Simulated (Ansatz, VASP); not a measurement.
Two plane-wave programs on KCl

The input POSCAR:

```
KCl
1.0
    0.0000000000      3.3099528590      3.1046155534
    3.3099528590      0.0000000000      3.1046155534
    3.3099528590      3.3099528590      0.0000000000
K Cl
1 1
Direct
    0.0000000000      0.0000000000      0.0000000000
    0.5000000000      0.5000000000      0.5000000000
```

File INCAR.step1:

```
SYSTEM = KCl
PREC = Accurate
ENCUT = 520
EDIFF = 1E-5
ISMEAR = 0
SIGMA = 0.01
LREAL = .False.
LASPH = .True.
NELM = 100
ALGO = Normal
ISIF = 2
LWAVE = .True.
NBANDS = 15
GGA = PE
KPAR = 4
```

The input INCAR.step2:

```
SYSTEM = KCl
PREC = Accurate
ENCUT = 520
EDIFF = 1E-7
ISMEAR = 0
SIGMA = 0.01
LREAL = .False.
LASPH = .True.
NELM = 100
ALGO = Normal
ISIF = 2
LWAVE = .False.
LCHARG = .True.
GGA = PE
LHFCALC = .True.
HFSCREEN = 0.2079
PRECFOCK = Normal
LVHAR = .True.
NBANDS = 15
ISTART = 1
KPAR = 4
```

The input KPOINTS:

```
regular mesh
0
Gamma
  6 6 6
  0 0 0
```

Input for Ansatz:

```yaml
crystal:
  lattice:
    - [0.0, 3.309952859, 3.1046155534]
    - [3.309952859, 0.0, 3.1046155534]
    - [3.309952859, 3.309952859, 0.0]
  atoms:
    - { symbol: K, position: [0.0, 0.0, 0.0] }
    - { symbol: Cl, position: [0.5, 0.5, 0.5] }
kpoints:
  mp_grid: { grid: [6, 6, 6] }
  band_path:
    path:
      - [0.0, 0.0, 0.0]
      - [0.5, 0.0, 0.5]
      - [0.625, 0.25, 0.625]
      - [0.375, 0.375, 0.75]
      - [0.5, 0.5, 0.5]
      - [0.5, 0.25, 0.75]
    npoints: 1
hamiltonian:
  xc: hse06
scf:
  occupations: { method: fixed }
  n_extra_bands: 4
output:
  forces: true
  stress: true
  eigenvalues: true
```

Change from the starting cell: epitaxial_xy strain +5.2%.

Alike in both runs: task single point; functional HSE06; k mesh 6 × 6 × 6; no spin polarisation.

|  | VASP | Ansatz |
| --- | --- | --- |
| version | VASP 6.6.1 | Ansatz 0.2.0 |
| potentials or method | VASP PAW PBE potentials, release 64 (K_sv, Cl) | plane waves, PAW |
| plane-wave cutoff (eV) | 520 | 420 |
| occupations | gaussian, width 0.01 eV | fixed |
| valence electrons in the cell | 16 | 16 |

VASP gave:

```
gap on the k mesh at the Fermi level (eV)                     : 6.17
pressure (GPa)                                                : -0.7
traceless stress, the component that is largest in VASP (GPa) : 1.14
```

Problem. Which values does Ansatz return?

Solution. gap on the k mesh at the Fermi level (eV): 6.17; pressure (GPa): -0.8; traceless stress, the component that is largest in VASP (GPa): 1.11.

Ansatz's warnings: stress exchange threshold loose, stress scf threshold loose.
